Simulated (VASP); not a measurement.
# S in VASP: a series of runs

Runs on S. Level: r2SCAN. Tasks: single point.

All numbers are computed with VASP 6.6.1; they aren't measurements. Logs are shortened: lines on timing, memory, paths and dates and some standing lists are left out, and cuts for length are marked.

### 1 The cell of the first run

The structure is cubic, space group Fm-3m (No. 225). Conventional cell: a = 4.308 Å, b = 4.308 Å, c = 4.308 Å, α = 90.00°, β = 90.00°, γ = 90.00°. S (site symmetry m-3m) has 12 S at 3.05 Å within 4.0 Å.

### 2 Single point, r2SCAN (strain +0.080 along x and y, +0.080 along z)

File POSCAR:

```
S
1.0
    0.0000000000      2.1538983715      2.1538983715
    2.1538983715      0.0000000000      2.1538983715
    2.1538983715      2.1538983715      0.0000000000
S
1
Direct
    0.0000000000      0.0000000000      0.0000000000
```

File INCAR.step1:

```
PREC = Accurate
ENCUT = 520
ISMEAR = 0
SIGMA = 0.15
LREAL = F
LASPH = T
NELM = 100
NBANDS = 9
GGA = PE
ALGO = Normal
EDIFF = 1E-4
LWAVE = T
LCHARG = F
```

File INCAR.step2:

```
PREC = Accurate
ENCUT = 520
EDIFF = 1E-7
ISMEAR = 0
SIGMA = 0.15
LREAL = F
LASPH = T
NELM = 100
ALGO = Normal
ISIF = 2
LWAVE = F
LCHARG = T
METAGGA = R2SCAN
LMIXTAU = T
LELF = T
LVHAR = T
NBANDS = 9
ISTART = 1
```

File KPOINTS:

```
regular mesh
0
Gamma
  20 20 20
```

Potentials or basis: VASP PAW PBE potentials, release 64 (S).

On the command line:

```bash
$ cat potpaw_PBE.64/S/POTCAR > POTCAR
$ cp INCAR.step1 INCAR
$ mpirun -np 1 vasp_std > vasp.out
$ cp INCAR.step2 INCAR
$ mpirun -np 1 vasp_std > vasp.out
```

OUTCAR:

```text
PREC = Accurate
   ENCUT = 520
   EDIFF = 1E-7
   ISMEAR = 0
   LREAL = F
   LASPH = T
   NELM = 100
   ISIF = 2
   METAGGA = R2SCAN
   ISTART = 1

 ion  position               nearest neighbor table
   1  0.000  0.000  0.000-

  LATTYP: Found a face centered cubic cell.
 ALAT       =     4.3077967430

  Lattice vectors:

 A1 = (   0.0000000000,   2.1538983715,   2.1538983715)
 A2 = (   2.1538983715,   0.0000000000,   2.1538983715)
 A3 = (   2.1538983715,   2.1538983715,   0.0000000000)

Analysis of symmetry for initial positions (statically):
=====================================================================
 Subroutine PRICEL returns:
 Original cell was already a primitive cell.

 Routine SETGRP: Setting up the symmetry group for a
 face centered cubic supercell.

 Subroutine GETGRP returns: Found 48 space group operations
 (whereof 48 operations were pure point group operations)
 out of a pool of 48 trial point group operations.

The static configuration has the point symmetry O_h .

Analysis of symmetry for dynamics (positions and initial velocities):
=====================================================================
 Subroutine PRICEL returns:
 Original cell was already a primitive cell.

 Routine SETGRP: Setting up the symmetry group for a
 face centered cubic supercell.

 Subroutine GETGRP returns: Found 48 space group operations
 (whereof 48 operations were pure point group operations)
 out of a pool of 48 trial point group operations.

The dynamic configuration has the point symmetry O_h .

 Subroutine INISYM returns: Found 48 space group operations
 (whereof 48 operations are pure point group operations),
 and found     1 'primitive' translations

----------------------------------------------------------------------------------------

                                     Primitive cell

  volume of cell :      19.9851

  direct lattice vectors                    reciprocal lattice vectors
     0.000000000  2.153898371  2.153898371    -0.232137229  0.232137229  0.232137229
     2.153898371  0.000000000  2.153898371     0.232137229 -0.232137229  0.232137229
     2.153898371  2.153898371  0.000000000     0.232137229  0.232137229 -0.232137229

  length of vectors
     3.046072289  3.046072289  3.046072289     0.402073475  0.402073475  0.402073475

  position of ions in fractional coordinates (direct lattice)
     0.000000000  0.000000000  0.000000000

  ion indices of the primitive-cell ions
[... 72 lines left out ...]
   ENCUT  =  520.0 eV  38.22 Ry    6.18 a.u.   5.66  5.66  5.66*2*pi/ulx,y,z
   NELM   =    100;   NELMIN=  2; NELMDL=  0     # of ELM steps
   EDIFF  = 0.1E-06   stopping-criterion for ELM
   LREAL  =      F    real-space projection
   EDIFFG = 0.1E-05   stopping-criterion for IOM
   NSW    =      0    number of steps for IOM
   IBRION =     -1    ionic relax: 0-MD 1-quasi-New 2-CG
   NFREE  =      0    steps in history (QN), initial steepest desc. (CG)
   ISIF   =      2    stress and relaxation
   ISYM   =      2    0-nonsym 1-usesym 2-fastsym
   POTIM  = 0.5000    time-step for ionic-motion
   TEBEG  =    0.0;   TEEND  =   0.0 temperature during run
   PSTRESS=    0.0 pullay stress
   NELECT =       6.0000    total number of electrons
   NUPDOWN=      -1.0000    fix difference up-down
   EMIN   =  10.00;   EMAX   =-10.00  energy-range for DOS
   EFERMI =   0.00;   METHOD = LEGACY
   ISMEAR =     0;   SIGMA  =   0.15  broadening in eV -4-tet -1-fermi 0-gaus
   EFERMI_NEDOS =   21; number of points for ismear=-14 and -15
   IALGO  =     38    algorithm
   IMIX   =      4    mixing-type and parameters
     AMIX     =   0.40;   BMIX     =  1.00
     AMIX_MAG =   1.60;   BMIX_MAG =  1.00
  volume/ion in A,a.u.               =      19.99       134.87
  Fermi-wavevector in a.u.,A,eV,Ry     =   1.096201  2.071519 16.349520  1.201656
  Thomas-Fermi vector in A             =   2.232538
   LORBIT       =      0    0 simple, 1 ext, 2 COOP (PROOUT), +10 PAW based schemes
   METAGGA = R2SCAN    functional components
   LHFCALC =     F    Hartree Fock is set to
   AEXX    =    0.0000 exact exchange contribution
   IVDW    =     0    specifies the selected vdW correction
   LEPSILON=     F    determine dielectric tensor
   LRPA    =     F    only Hartree local field effects (RPA)
 non-spin polarized calculation
 Gauss-broadening in eV      SIGMA  =   0.15
  energy-cutoff  :      520.00
  volume of cell :       19.99
 maximum number of plane-waves:       556
   NGX = 11   NGY = 11   NGZ = 11

 number of electron       6.0000001 magnetization

 Free energy of the ion-electron system (eV)
  ---------------------------------------------------
  ext. energy  EPLUGINS =         0.00000000
  ---------------------------------------------------
  free energy    TOTEN  =        -6.39371663 eV

  energy without entropy =       -6.37964194  energy(sigma->0) =       -6.38667928

 E-fermi :   4.1993     XC(G=0): -10.5811

 val. band max:        4.1959933520   @ k =  -0.3500   0.3000   0.1000
 cond. band min:       4.2013247222   @ k =   0.3500   0.2000   0.1000
 fundamental gap:      0.0053313702
 Fermi energy:         4.1992880795

 k-point     1 :       0.0000    0.0000    0.0000
  band No.  band energies     occupation
      1     -11.1281      2.00000
      2       6.4579      0.00000
      3       6.4579      0.00000
      4       6.4579      0.00000
      5      16.5901      0.00000
      6      16.8378      0.00000
      7      16.8378      0.00000
      8      16.8378      0.00000
      9      21.3494      0.00000
[... 265 lines left out ...]
 k-point    24 :      -0.3500    0.0500    0.0000
  band No.  band energies     occupation
      1      -8.9413      2.00000
      2      -0.1643      2.00000
      3       5.2949      0.00000
      4       5.7031      0.00000
      5      14.2714      0.00000
      6      16.4919      0.00000
      7      16.5972      0.00000
      8      21.4535      0.00000
      9      22.5051      0.00000

 [... further k-points ...]
[... 5 lines left out ...]
  --------------------------------------------------------------------------------------
  -------------------------------------------------------------------------------------
  Total       -1.3949359     -1.3949359     -1.3949359      0.0000000     -0.0000000     -0.0000000
  in kB     -111.8302326   -111.8302326   -111.8302326      0.0000000     -0.0000000     -0.0000000
  external PRESSURE =    -111.8302326 kB  Pullay stress =       0.0000000 kB

 VOLUME and BASIS-vectors are now :
 -----------------------------------------------------------------------------
  energy-cutoff  :      520.00
  volume of cell :       19.99
      direct lattice vectors                 reciprocal lattice vectors
     0.000000000  2.153898371  2.153898371    -0.232137229  0.232137229  0.232137229
     2.153898371  0.000000000  2.153898371     0.232137229 -0.232137229  0.232137229
     2.153898371  2.153898371  0.000000000     0.232137229  0.232137229 -0.232137229

 POSITION                                       TOTAL-FORCE (eV/Angst)
 -----------------------------------------------------------------------------------
      0.00000      0.00000      0.00000         0.000000      0.000000      0.000000
 -----------------------------------------------------------------------------------
    total drift:                                0.000000      0.000000     -0.000000

  FREE ENERGIE OF THE ION-ELECTRON SYSTEM (eV)
  ---------------------------------------------------
  free  energy   TOTEN  =        -6.3937166305 eV

  energy  without entropy=       -6.3796419395  energy(sigma->0) =       -6.38667928
```

Wall time 50 s (1 thread of Intel Xeon 6975P-C (Granite Rapids), shared host); peak memory 0.16 GiB.

What came out:

```yaml
Free_energy: -6.3937 eV
Pressure: -11.2 GPa
Band_gap_on_the_k_mesh: zero (band 3 reaches 6.46 eV, above the bottom of band 4 at 2.52 eV)
```

Caveat: the cell differs from its parent crystal (strain +0.080 along x and y, +0.080 along z); the PAW data sets were made with another functional, which shifts forces and pressure a little.

### 3 Single point, r2SCAN (strain -0.080 along x and y, -0.040 along z)

File POSCAR:

```
S
1.0
    0.0000000000      1.8348023165      1.9145763302
    1.8348023165      0.0000000000      1.9145763302
    1.8348023165      1.8348023165      0.0000000000
S
1
Direct
    0.0000000000      0.0000000000      0.0000000000
```

File INCAR.step1:

```
SYSTEM = S
PREC     = Accurate       ! precision mode
ENCUT    = 520            ! plane-wave cutoff, eV
ISMEAR   = 0              ! smearing method
SIGMA    = 0.15           ! smearing width, eV
LREAL    = .FALSE.        ! projectors in reciprocal space
LASPH    = .TRUE.         ! aspherical terms in the spheres
NELM     = 100            ! most SCF steps
NBANDS   = 9              ! bands
GGA      = PE             ! functional
ALGO     = Normal         ! electronic algorithm
EDIFF    = 1E-4           ! SCF threshold, eV
LWAVE    = .TRUE.         ! write WAVECAR
LCHARG   = .FALSE.        ! write CHGCAR
```

File INCAR.step2:

```
SYSTEM = S
PREC     = Accurate       ! precision mode
ENCUT    = 520            ! plane-wave cutoff, eV
EDIFF    = 1E-6           ! SCF threshold, eV
ISMEAR   = 0              ! smearing method
SIGMA    = 0.15           ! smearing width, eV
LREAL    = .FALSE.        ! projectors in reciprocal space
LASPH    = .TRUE.         ! aspherical terms in the spheres
NELM     = 100            ! most SCF steps
ALGO     = Normal         ! electronic algorithm
ISIF     = 2              ! what is computed and relaxed
LWAVE    = .FALSE.        ! write WAVECAR
LCHARG   = .FALSE.        ! write CHGCAR
METAGGA  = R2SCAN         ! meta-GGA
LMIXTAU  = .TRUE.       
NBANDS   = 9              ! bands
ISTART   = 1
```

File KPOINTS:

```
Automatic mesh
0
G
  20 20 20
  0 0 0
```

Potentials or basis: VASP PAW PBE potentials, release 64 (S).

On the command line:

```bash
$ cat potpaw_PBE.64/S/POTCAR > POTCAR
$ cp INCAR.step1 INCAR
$ mpirun -np 1 vasp_std > vasp.out
$ cp INCAR.step2 INCAR
$ mpirun -np 1 vasp_std > vasp.out
```

Run time: 1.7 min. Hardware: 1 thread of Intel Xeon 6975P-C (Granite Rapids), shared host; peak memory 0.17 GiB.

The run converged. Its results:

```
Free energy            : -6.3523 eV
Pressure               : 26.9 GPa
Band gap on the k mesh : zero (band 3 reaches 15.36 eV, above the bottom of band 4 at 6.83 eV)
```

Stress tensor (GPa, compression positive):
```
25.15  0.00  0.00
 0.00 25.15  0.00
 0.00  0.00 30.49
```

Levels at points of the mesh, in eV from the Fermi level:
```csv
k point,band 1,band 2,band 3,band 4,band 5,band 6
"(0.00, 0.00, 0.00)",-20.00,4.61,4.69,4.69,12.21,12.95
"(0.50, 0.00, 0.00)",-14.19,-9.87,2.32,3.20,10.51,11.74
"(0.50, 0.50, 0.00)",-12.24,-8.87,-0.63,-0.63,5.45,5.99
"(0.50, 0.00, 0.50)",-11.37,-8.44,-1.65,-1.11,5.08,5.11
```

Caveat: the cell differs from its parent crystal (strain -0.080 along x and y, -0.040 along z); the PAW data sets were made with another functional, which shifts forces and pressure a little.
